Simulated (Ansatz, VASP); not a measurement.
Ge4Pd in VASP and in Ansatz

```xyz
5
Lattice="3.9122 -4.1045 0.0000 3.9122 4.1045 0.0000 0.0000 0.0000 2.9943" Properties=species:S:1:pos:R:3 pbc="T T T"
Ge    5.6779    0.0000    1.4972
Ge    2.1465    0.0000    1.4972
Ge    3.9122   -1.5647    0.0000
Ge    3.9122    1.5647    0.0000
Pd    0.0000    0.0000    0.0000
```

Change from the starting cell: species swapped into the OsCl4 type (Cmmm, No. 65).

Alike in both runs: functional PBE; k mesh 8 × 8 × 12; occupations gaussian, width 0.1 eV; no spin polarisation.

Ansatz relaxed the structure, and its values are those at the end. VASP's run is a single point on that final structure, the one shown.

|  | VASP | Ansatz |
| --- | --- | --- |
| version | VASP 6.6.1 | Ansatz 0.2.0 |
| potentials or method | VASP PAW PBE potentials, release 64 (Ge_d, Pd), cutoff 520 eV | scalar-relativistic, plane waves, PAW |
| valence electrons in the cell | 66 | 74 |

```tsv
	VASP	Ansatz	Ansatz less VASP
gap on the k mesh at the Fermi level (eV)	none	none	-
pressure (GPa)	0.1	0.0	-0.06
rms of the force components (eV/Å)	0.004	0.004	-0.0001
```

A gap of «none» marks a metal or a gap that the smearing closes. VASP's potentials hold 66 valence electrons a cell and Ansatz's 74, so a difference there can come from the potentials and not from the codes.
